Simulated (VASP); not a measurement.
Input of a VASP 6.6.1 run:

The input POSCAR:

```
Si
1.0
    2.6378013512      0.0000000000      0.0000000000
   -0.8792671171      2.4869429638      0.0000000000
    0.0000000000      0.0000000000     28.9225000000
Si
7
Direct
    0.0000000000      0.0000000000      0.2750210505
    0.5000000000      0.5000000000      0.3467384001
    0.0000000000      0.0000000000      0.4242314689
    0.5000000000      0.5000000000      0.5000000007
    0.0000000000      0.0000000000      0.5757685346
    0.5000000000      0.5000000000      0.6532615997
    0.0000000000      0.0000000000      0.7249789456
```

File INCAR.step1:

```
  PREC = Accurate
  ENCUT = 520
  ISMEAR = -1
  SIGMA = 0.05
  LREAL = False
  LASPH = True
  NELM = 80
  LDIPOL = True
  IDIPOL = 3
  DIPOL = 0.5 0.5 0.500
  NBANDS = 23
  GGA = PE
  ALGO = Normal
  EDIFF = 1E-4
  LWAVE = True
  LCHARG = False
```

File INCAR.step2:

```
  PREC = Accurate
  ENCUT = 520
  EDIFF = 1E-7
  ISMEAR = -1
  SIGMA = 0.05
  LREAL = False
  LASPH = True
  NELM = 80
  ALGO = Normal
  ISIF = 2
  LWAVE = False
  LCHARG = False
  LDIPOL = True
  IDIPOL = 3
  DIPOL = 0.5 0.5 0.500
  METAGGA = R2SCAN
  LMIXTAU = True
  NBANDS = 23
  ISTART = 1
```

KPOINTS

```
regular mesh
0
Gamma
  13 13 1
```

Potentials or basis: VASP PAW PBE potentials, release 64 (Si).

The run is started by

```console
$ cat potpaw_PBE.64/Si/POTCAR > POTCAR
$ cp INCAR.step1 INCAR
$ mpirun -np 1 vasp_std > vasp.out
$ cp INCAR.step2 INCAR
$ mpirun -np 1 vasp_std > vasp.out
```

Q: What does it give for the largest force?

A: 0.009 eV/Å.

Q: Estimate the band gap on the k mesh.

A: Zero (bands 14 and 15 overlap by 7.41 eV).

Forces on the atoms (eV/Å):
```
Si   0.000  0.000  0.001
Si   0.000  0.000 -0.009
Si   0.000  0.000  0.002
Si   0.000  0.000  0.000
Si   0.000  0.000 -0.002
Si   0.000  0.000  0.009
Si   0.000  0.000 -0.001
```

Caveat: the PAW data sets were made with another functional, which shifts forces and pressure a little.
